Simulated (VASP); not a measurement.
Here is a VASP 6.6.1 calculation.

Contents of POSCAR:

```
AlGa3N4
1.0
    4.4509093107      0.0000000000      0.0000000000
    0.0000000000      4.4509093107      0.0000000000
    0.0000000000      0.0000000000      4.4509093107
Al Ga N
1 3 4
Direct
    0.0000000000      0.0000000000      0.0000000000
    0.5000000000      0.5000000000      0.0000000000
    0.5000000000      0.0000000000      0.5000000000
    0.0000000000      0.5000000000      0.5000000000
    0.7553103752      0.7553103752      0.2446896248
    0.7553103752      0.2446896248      0.7553103752
    0.2446896248      0.7553103752      0.7553103752
    0.2446896248      0.2446896248      0.2446896248
```

Contents of INCAR.step1:

```
SYSTEM = AlGa3N4
PREC = Accurate
ENCUT = 520
ISMEAR = 0
SIGMA = 0.01
LREAL = .FALSE.
LASPH = .TRUE.
NELM = 100
NBANDS = 41
GGA = PE
ALGO = Normal
EDIFF = 1E-4
LWAVE = .TRUE.
LCHARG = .FALSE.
```

File INCAR.step2:

```
SYSTEM = AlGa3N4
PREC = Accurate
ENCUT = 520
EDIFF = 1E-6
ISMEAR = 0
SIGMA = 0.01
LREAL = .FALSE.
LASPH = .TRUE.
NELM = 100
ALGO = Normal
ISIF = 2
LWAVE = .FALSE.
LCHARG = .TRUE.
METAGGA = R2SCAN
LMIXTAU = .TRUE.
IVDW = 13
VDW_S6 = 1.0
VDW_S8 = 0.6018749
VDW_A1 = 0.51559235
VDW_A2 = 5.77342911
LELF = .TRUE.
LVHAR = .TRUE.
NBANDS = 41
ISTART = 1
```

The input KPOINTS:

```
Automatic mesh
0
G
  4 4 4
  0 0 0
```

Potentials or basis: VASP PAW PBE potentials, release 64 (Al, Ga_d, N).

The run is started by

```bash
$ cat potpaw_PBE.64/Al/POTCAR potpaw_PBE.64/Ga_d/POTCAR potpaw_PBE.64/N/POTCAR > POTCAR
$ cp INCAR.step1 INCAR
$ mpirun -np 1 vasp_std > vasp.out
$ cp INCAR.step2 INCAR
$ mpirun -np 1 vasp_std > vasp.out
```

(1) Predict the band gap on the k mesh.

(2) What does it give for the dispersion energy per atom?

(3) Estimate the largest force.

(4) Estimate the pressure.

## Answers

(1) 2.89 eV.

(2) -0.140 eV.

(3) 0.086 eV/Å.

(4) 0.7 GPa.

Caveat: the PAW data sets were made with another functional, which shifts forces and pressure a little.
